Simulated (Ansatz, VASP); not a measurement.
# CdS: VASP beside Ansatz

```
CELL_PARAMETERS angstrom
0.00000 2.54930 2.54930
2.54930 0.00000 2.54930
2.54930 2.54930 0.00000
ATOMIC_POSITIONS crystal
Cd 0.00000 0.00000 0.00000
S 0.75000 0.75000 0.75000
```

Change from the starting cell: volume scaled by 0.65, LAPW.

Alike in both runs: task single point; functional PBEsol; k mesh 8 × 8 × 8; occupations fermi-dirac, width 0.03 eV; no spin polarisation.

|  | VASP | Ansatz |
| --- | --- | --- |
| version | VASP 6.6.1 | Ansatz 0.2.0 |
| potentials or method | VASP PAW PBE potentials, release 64 (Cd, S), cutoff 520 eV | all-electron LAPW, scalar-relativistic |

Ansatz gave:

* gap on the k mesh at the Fermi level (eV): 1.59
* pressure (GPa): 61.3

Q: What did VASP give for the same quantities?

A: gap on the k mesh at the Fermi level (eV): 1.66; pressure (GPa): 63.3.

VASP's potentials were made for PBE, not for PBEsol. Both programs put the cell under a high pressure, so it lies far from rest at this level. Ansatz ran all-electron here, and VASP with PAW potentials.

Noted on VASP's run: the cell as given lies far from equilibrium.
